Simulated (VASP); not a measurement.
Here is a VASP 6.6.1 calculation.

INCAR

```
PREC = Accurate ; ENCUT = 520
EDIFF = 1E-7 ; ISMEAR = 0
SIGMA = 0.1 ; LREAL = False
LASPH = True ; NELM = 60
ALGO = Normal ; ISIF = 2
LWAVE = False ; LCHARG = False
GGA = PE ; NBANDS = 38
```

The input KPOINTS:

```
Automatic mesh
0
Gamma
  12 12 12
```

Contents of POSCAR:

```
Ga2GeO3
1.0
    2.9081309737      1.6790102005      2.6750640423
   -2.9081309737      1.6790102005      2.6750640423
    0.0000000000     -3.3580204010      2.6750640423
Ga Ge O
2 1 3
Direct
    0.6635158258      0.6635158258      0.6635158258
    0.3364841742      0.3364841742      0.3364841742
    0.0000000000      0.0000000000      0.0000000000
    0.5000000000      0.0000000000      0.0000000000
    0.0000000000      0.5000000000      0.0000000000
    0.0000000000      0.0000000000      0.5000000000
```

Potentials or basis: VASP PAW PBE potentials, release 64 (Ga_d, Ge_d, O).

The run is started by

```sh
$ cat potpaw_PBE.64/Ga_d/POTCAR potpaw_PBE.64/Ge_d/POTCAR potpaw_PBE.64/O/POTCAR > POTCAR
$ mpirun -np 1 vasp_std > vasp.out
```

**Question.** Estimate the band gap on the k mesh.

**Answer.** Zero (bands 29 and 30 overlap by 2.38 eV).

**Question.** Predict the largest force.

**Answer.** 0.056 eV/Å.

Stress tensor (GPa, compression positive):
```
0.27 0.00 0.00
0.00 0.27 0.00
0.00 0.00 0.45
```
